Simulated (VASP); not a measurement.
Ag: single point with PBE

The system is Ag.

```xyz
2
Lattice="0.0000 2.2599 2.2599 2.2599 0.0000 2.2599 2.2599 2.2599 0.0000" Properties=species:S:1:pos:R:3 pbc="T T T"
Ag   -0.5650   -0.5650   -0.5650
Ag    0.5650    0.5650    0.5650
```

```json
{"Program": "VASP 6.6.1", "Task": "single point", "Functional": "PBE", "Potentials or basis": "VASP PAW PBE potentials, release 64 (Ag)", "Cutoff": "520 eV", "k mesh": "15 × 15 × 15", "Occupations": "fermi-dirac, width 0.05 eV", "Spin": "no spin polarisation", "Dipole correction": "no", "Further INCAR settings": "ALGO = Normal; EDIFF = 1e-06; NBANDS = 18"}
```

The pressure is 358.9 GPa. The band gap on the k mesh is zero (band 11 reaches 17.27 eV, above the bottom of band 12 at 16.47 eV).

Levels at points of the mesh, in eV from the Fermi level:
```tsv
k point	band 7	band 8	band 9	band 10	band 11	band 12	band 13	band 14	band 15	band 16
(0.00, 0.00, 0.00)	-6.29	-6.29	-6.29	-2.99	-2.99	12.95	13.24	13.24	13.24	15.77
```

It took 16 s on 1 thread of Intel(R) Xeon(R) Platinum 8488C (Sapphire Rapids) (shared host), peak memory 0.16 GiB.
